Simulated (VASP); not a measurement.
Input of a VASP 6.6.1 run:

Contents of INCAR:

```
SYSTEM = SrVO3
  PREC = Accurate
  ENCUT = 520
  EDIFF = 1E-6
  ISMEAR = 0
  SIGMA = 0.1
  LREAL = .FALSE.
  LASPH = .TRUE.
  NELM = 150
  ALGO = Normal
  ISIF = 2
  LWAVE = .FALSE.
  LCHARG = .FALSE.
  ISPIN = 2
  MAGMOM = 0 0.97 -0.08 -0.01 -0.01
  LORBIT = 11
  LMAXMIX = 4
  LDAU = .TRUE.
  LDAUTYPE = 2
  LDAUL = -1 2 -1
  LDAUU = 0 3.25 0
  LDAUJ = 0 0 0
  LDAUPRINT = 1
  GGA = PE
  NBANDS = 32
```

The input KPOINTS:

```
Automatic mesh
0
G
  6 6 6
  0 0 0
```

Contents of POSCAR:

```
SrVO3
1.0
    3.9462000000      0.0000000000      0.0000000000
    0.0000000000      3.9462000000      0.0000000000
    0.0000000000      0.0000000000      3.9462000000
Sr V O
1 1 3
Direct
    0.0000000000      0.0000000000      0.0000000000
    0.5000000000      0.5000000000      0.5000000000
    0.5000000000      0.5000000000      0.0000000000
    0.5000000000      0.0000000000      0.5000000000
    0.0000000000      0.5000000000      0.5000000000
```

Potentials or basis: VASP PAW PBE potentials, release 64 (Sr_sv, V_sv, O).

Launch:

```bash
$ cat potpaw_PBE.64/Sr_sv/POTCAR potpaw_PBE.64/V_sv/POTCAR potpaw_PBE.64/O/POTCAR > POTCAR
$ mpirun -np 1 vasp_std > vasp.out
```

Q: Predict the site moments.

A: Sr -0.00; V +1.16; O -0.07 μB.

Q: What does it give for the pressure?

A: -5.6 GPa.

Q: What does it give for the net moment?

A: 1.00 μB per cell.

Q: Estimate the band gap on the k mesh.

A: Zero (filled and empty bands overlap).

Eigenvalues of the final occupation matrices:
| site | spin | trace | eigenvalues |
| --- | --- | --- | --- |
| site 2 d | 1 | 1.96 | 0.29 0.29 0.46 0.46 0.46 |
| site 2 d | 2 | 0.82 | 0.10 0.10 0.10 0.26 0.26 |

Caveat: the cell stands under tension. The state reached can hang on the start; a lower one may exist.
